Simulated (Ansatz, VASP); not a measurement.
AlGaN2: VASP beside Ansatz

File INCAR:

```
PREC = Accurate
ENCUT = 520
EDIFF = 1E-6
ISMEAR = 0
SIGMA = 0.02
LREAL = False
LASPH = True
NELM = 60
ALGO = Normal
ISIF = 2
LWAVE = False
LCHARG = False
GGA = CA
IBRION = 2
NSW = 60
EDIFFG = -0.008
```

Contents of KPOINTS:

```
regular mesh
0
Gamma
  8 8 6
```

POSCAR

```
AlGaN2
1.0
    3.1152864669      0.0000000000      0.0000000000
    0.0000000000      3.1152864669      0.0000000000
    0.0000000000      0.0000000000      4.2089569927
Al Ga N
1 1 2
Direct
    0.5000000000      0.5000000000      0.5000000000
    0.0000000000      0.0000000000      0.0000000000
    0.5000000000      0.0000000000      0.7396592690
    0.0000000000      0.5000000000      0.2603407310
```

Input for Ansatz:

```yaml
crystal:
  lattice:
    - [3.1152864669, 0.0, 0.0]
    - [0.0, 3.1152864669, 0.0]
    - [0.0, 0.0, 4.2089569927]
  atoms:
    - { symbol: Al, position: [0.5, 0.5, 0.5] }
    - { symbol: Ga, position: [0.0, 0.0, 0.0] }
    - { symbol: "N", position: [0.5, 0.0, 0.739659269] }
    - { symbol: "N", position: [0.0, 0.5, 0.260340731] }
basis:
  ecutwfc: 420
kpoints:
  mp_grid: { grid: [8, 8, 6] }
hamiltonian:
  xc: lda
scf:
  occupations: { method: gaussian, width: 0.02 }
output:
  forces: true
  stress: true
  eigenvalues: true
relax:
  adjacent_minimum: "off"
  f_tol: 0.008
  max_steps: 40
```

Change from the starting cell: strain along c alone, the other axes held, atoms relaxed: -4.0 %.

Alike in both runs: task relaxation of the atoms; functional LDA; k mesh 8 × 8 × 6; occupations gaussian, width 0.02 eV; no spin polarisation.

|  | VASP | Ansatz |
| --- | --- | --- |
| version | VASP 6.6.1 | Ansatz 0.2.0 |
| potentials or method | VASP PAW LDA potentials, release 64 (Al, Ga_d, N), cutoff 520 eV | scalar-relativistic, plane waves, PAW |
| valence electrons in the cell | 26 | 26 |

|  | VASP | Ansatz | Ansatz less VASP |
| --- | --- | --- | --- |
| gap on the k mesh at the Fermi level, each at its own relaxed structure (eV) | 3.40 | 3.40 | +0.001 |

LDA's correlation is that of Perdew and Zunger in VASP and of Perdew and Wang (1992) in Ansatz. Ansatz's warnings: stress scf threshold loose.
